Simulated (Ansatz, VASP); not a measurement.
## One calculation of AlN, two programs

```
Al N
1.0
     0.00000    2.14777    1.82561
     2.14777    0.00000    1.82561
     2.14777    2.14777    0.00000
Al N
1 1
Direct
  0.50000 0.50000 0.50000
  0.00000 0.00000 0.00000
```

Alike in both runs: task single point; functional r2SCAN; k mesh 10 × 10 × 10; occupations gaussian, width 0.05 eV; no spin polarisation.

|  | VASP | Ansatz |
| --- | --- | --- |
| version | VASP 6.6.1 | Ansatz 0.2.0 |
| potentials or method | VASP PAW PBE potentials, release 64 (Al, N), cutoff 520 eV | scalar-relativistic, plane waves, PAW |
| valence electrons in the cell | 8 | 8 |

```csv
,VASP,Ansatz,Ansatz less VASP
gap on the k mesh at the Fermi level (eV),4.61,4.62,+0.006
least direct gap on the mesh (eV),5.45,5.42,-0.029
pressure (GPa),7.3,7.9,+0.55
"traceless stress, the component that is largest in VASP (GPa)",40.07,39.24,-0.835
```

VASP's potentials were made for PBE, not for r2SCAN. The functional is the same, so the differences come from potentials, cutoffs and numerics.
